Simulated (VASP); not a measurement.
# In3Sb (Pm-3m) in VASP: single point with r2SCAN

Aim: the single point of In3Sb with r2SCAN.

All numbers are computed with VASP 6.6.1; they aren't measurements. Logs are shortened: lines on timing, memory, paths and dates and some standing lists are left out, and cuts for length are marked.

## 1. The cell of the first run

The structure is cubic, space group Pm-3m (No. 221). The conventional cell has a = 4.774 Å, b = 4.774 Å, c = 4.774 Å, α = 90.00°, β = 90.00°, γ = 90.00°. In (site symmetry 4/mmm) has 8 In at 3.38 Å and 4 Sb at 3.38 Å within 4.4 Å. Within 4.4 Å of Sb (site symmetry m-3m) lie 12 In at 3.38 Å.

## 2. Single point, r2SCAN

The input, POSCAR:

```
In3Sb
1.0
    4.7735438970      0.0000000000      0.0000000000
    0.0000000000      4.7735438970      0.0000000000
    0.0000000000      0.0000000000      4.7735438970
In Sb
3 1
Direct
    0.5000000000      0.5000000000      0.0000000000
    0.5000000000      0.0000000000      0.5000000000
    0.0000000000      0.5000000000      0.5000000000
    0.0000000000      0.0000000000      0.0000000000
```

The input, INCAR.step1:

```
  ALGO = Normal
  EDIFF = 1E-4
  ENCUT = 520
  GGA = PE
  ISMEAR = -1
  LASPH = T
  LCHARG = F
  LREAL = F
  LWAVE = T
  NBANDS = 30
  NELM = 80
  PREC = Accurate
  SIGMA = 0.02
```

The input, INCAR.step2:

```
  ALGO = Normal
  EDIFF = 1E-6
  ENCUT = 520
  ISIF = 2
  ISMEAR = -1
  ISTART = 1
  LASPH = T
  LCHARG = T
  LELF = T
  LMIXTAU = T
  LREAL = F
  LVHAR = T
  LWAVE = F
  METAGGA = R2SCAN
  NBANDS = 30
  NELM = 80
  PREC = Accurate
  SIGMA = 0.02
```

The input, KPOINTS:

```
k-points
0
Gamma
  9 9 9
```

Potentials or basis: VASP PAW PBE potentials, release 64 (In_d, Sb).

The run is started by

```console
$ cat potpaw_PBE.64/In_d/POTCAR potpaw_PBE.64/Sb/POTCAR > POTCAR
$ cp INCAR.step1 INCAR
$ mpirun -np 1 vasp_std > vasp.out
$ cp INCAR.step2 INCAR
$ mpirun -np 1 vasp_std > vasp.out
```

OUTCAR:

```text
EDIFF = 1E-6
   ENCUT = 520
   ISIF = 2
   ISMEAR = -1
   ISTART = 1
   LASPH = T
   LREAL = F
   METAGGA = R2SCAN
   NELM = 80
   PREC = Accurate

 ion  position               nearest neighbor table
   1  0.500  0.500  0.000-   2 3.38   3 3.38   4 3.38   2 3.38   3 3.38   2 3.38   4 3.38   2 3.38
                             3 3.38   4 3.38   3 3.38   4 3.38
   2  0.500  0.000  0.500-   1 3.38   3 3.38   4 3.38   1 3.38   4 3.38   1 3.38   3 3.38   1 3.38
                             3 3.38   4 3.38   4 3.38   3 3.38
   3  0.000  0.500  0.500-   1 3.38   2 3.38   4 3.38   1 3.38   4 3.38   2 3.38   4 3.38   4 3.38
                             1 3.38   2 3.38   1 3.38   2 3.38
   4  0.000  0.000  0.000-   1 3.38   2 3.38   3 3.38   2 3.38   3 3.38   1 3.38   3 3.38   3 3.38
                             1 3.38   2 3.38   2 3.38   1 3.38

  LATTYP: Found a simple cubic cell.
 ALAT       =     4.7735438970

  Lattice vectors:

 A1 = (   4.7735438970,   0.0000000000,   0.0000000000)
 A2 = (   0.0000000000,   4.7735438970,   0.0000000000)
 A3 = (   0.0000000000,   0.0000000000,   4.7735438970)

Analysis of symmetry for initial positions (statically):
=====================================================================
 Subroutine PRICEL returns:
 Original cell was already a primitive cell.

 Routine SETGRP: Setting up the symmetry group for a
 simple cubic supercell.

 Subroutine GETGRP returns: Found 48 space group operations
 (whereof 48 operations were pure point group operations)
 out of a pool of 48 trial point group operations.

The static configuration has the point symmetry O_h .

Analysis of symmetry for dynamics (positions and initial velocities):
=====================================================================
 Subroutine PRICEL returns:
 Original cell was already a primitive cell.

 Routine SETGRP: Setting up the symmetry group for a
 simple cubic supercell.

 Subroutine GETGRP returns: Found 48 space group operations
 (whereof 48 operations were pure point group operations)
 out of a pool of 48 trial point group operations.

The dynamic configuration has the point symmetry O_h .

 Subroutine INISYM returns: Found 48 space group operations
 (whereof 48 operations are pure point group operations),
 and found     1 'primitive' translations

----------------------------------------------------------------------------------------

                                     Primitive cell

  volume of cell :     108.7734
[... 93 lines left out ...]
   EDIFF  = 0.1E-05   stopping-criterion for ELM
   LREAL  =      F    real-space projection
   EDIFFG = 0.1E-04   stopping-criterion for IOM
   NSW    =      0    number of steps for IOM
   IBRION =     -1    ionic relax: 0-MD 1-quasi-New 2-CG
   NFREE  =      0    steps in history (QN), initial steepest desc. (CG)
   ISIF   =      2    stress and relaxation
   ISYM   =      2    0-nonsym 1-usesym 2-fastsym
   POTIM  = 0.5000    time-step for ionic-motion
   TEBEG  =    0.0;   TEEND  =   0.0 temperature during run
   PSTRESS=    0.0 pullay stress
   NELECT =      44.0000    total number of electrons
   NUPDOWN=      -1.0000    fix difference up-down
   EMIN   =  10.00;   EMAX   =-10.00  energy-range for DOS
   EFERMI =   0.00;   METHOD = LEGACY
   ISMEAR =    -1;   SIGMA  =   0.02  broadening in eV -4-tet -1-fermi 0-gaus
   EFERMI_NEDOS =   21; number of points for ismear=-14 and -15
   IALGO  =     38    algorithm
   IMIX   =      4    mixing-type and parameters
     AMIX     =   0.40;   BMIX     =  1.00
     AMIX_MAG =   1.60;   BMIX_MAG =  1.00
  volume/ion in A,a.u.               =      27.19       183.51
  Fermi-wavevector in a.u.,A,eV,Ry     =   1.210742  2.287970 19.944716  1.465895
  Thomas-Fermi vector in A             =   2.346279
   LORBIT       =      0    0 simple, 1 ext, 2 COOP (PROOUT), +10 PAW based schemes
   METAGGA = R2SCAN    functional components
   LHFCALC =     F    Hartree Fock is set to
   AEXX    =    0.0000 exact exchange contribution
   IVDW    =     0    specifies the selected vdW correction
   LEPSILON=     F    determine dielectric tensor
   LRPA    =     F    only Hartree local field effects (RPA)
 non-spin polarized calculation
  energy-cutoff  :      520.00
  volume of cell :      108.77
 maximum number of plane-waves:      2949
 NGX is ok and might be reduce to    36
   NGX = 17   NGY = 17   NGZ = 17

 number of electron      44.0000047 magnetization

 Free energy of the ion-electron system (eV)
  ---------------------------------------------------
  ext. energy  EPLUGINS =         0.00000000
  ---------------------------------------------------
  free energy    TOTEN  =       -93.19447275 eV

  energy without entropy =      -93.19050049  energy(sigma->0) =      -93.19248662

 E-fermi :   7.2806     XC(G=0): -10.8041

 val. band max:        7.2364337645   @ k =   0.2222   0.2222   0.1111
 cond. band min:       7.2809460742   @ k =   0.4444   0.3333   0.1111
 fundamental gap:      0.0445123097
 Fermi energy:         7.2806411463

 k-point     1 :       0.0000    0.0000    0.0000
  band No.  band energies     occupation
      1      -8.0226      2.00000
      2      -8.0194      2.00000
      3      -8.0194      2.00000
      4      -8.0194      2.00000
      5      -7.8746      2.00000
      6      -7.8746      2.00000
[... 781 lines left out ...]
     29      12.5503      0.00000
     30      13.7023      0.00000

 [... further k-points ...]

------------------------ aborting loop because EDIFF is reached ----------------------------------------

  FORCE on cell =-STRESS in cart. coord.  units (eV):
  Direction    XX          YY          ZZ          XY          YZ          ZX
  --------------------------------------------------------------------------------------
  -------------------------------------------------------------------------------------
  Total        0.0213981      0.0213981      0.0213981     -0.0000000     -0.0000000      0.0000000
  in kB        0.3151834      0.3151834      0.3151834     -0.0000000     -0.0000000      0.0000000
  external PRESSURE =       0.3151834 kB  Pullay stress =       0.0000000 kB

 VOLUME and BASIS-vectors are now :
 -----------------------------------------------------------------------------
  energy-cutoff  :      520.00
  volume of cell :      108.77
      direct lattice vectors                 reciprocal lattice vectors
     4.773543897  0.000000000  0.000000000     0.209487966  0.000000000  0.000000000
     0.000000000  4.773543897  0.000000000     0.000000000  0.209487966  0.000000000
     0.000000000  0.000000000  4.773543897     0.000000000  0.000000000  0.209487966

 POSITION                                       TOTAL-FORCE (eV/Angst)
 -----------------------------------------------------------------------------------
      2.38677      2.38677      0.00000         0.000000      0.000000      0.000000
      2.38677      0.00000      2.38677         0.000000      0.000000      0.000000
      0.00000      2.38677      2.38677         0.000000      0.000000      0.000000
      0.00000      0.00000      0.00000         0.000000      0.000000      0.000000
 -----------------------------------------------------------------------------------
    total drift:                                0.000000      0.000000      0.000000

  FREE ENERGIE OF THE ION-ELECTRON SYSTEM (eV)
  ---------------------------------------------------
  free  energy   TOTEN  =       -93.1944727478 eV

  energy  without entropy=      -93.1905004892  energy(sigma->0) =      -93.19248662
```

It took 6.2 min on 1 thread of Intel Xeon 8259CL, shared host; peak memory 0.27 GiB.

What came out:

```
Free energy            : -93.1945 eV
Pressure               : 0.0 GPa
Band gap on the k mesh : zero (bands 22 and 23 overlap by 3.38 eV)
```

Levels at points of the mesh, in eV from the Fermi level:
| k point | band 18 | band 19 | band 20 | band 21 | band 22 | band 23 | band 24 | band 25 | band 26 | band 27 |
| --- | --- | --- | --- | --- | --- | --- | --- | --- | --- | --- |
| (0.00, 0.00, 0.00) | -3.18 | -3.18 | -3.18 | -2.24 | -2.24 | 2.45 | 2.45 | 2.45 | 4.17 | 4.17 |

Caveat: the PAW data sets were made with another functional, which shifts forces and pressure a little; spin-orbit coupling is left out, which moves the levels of the heavy elements.
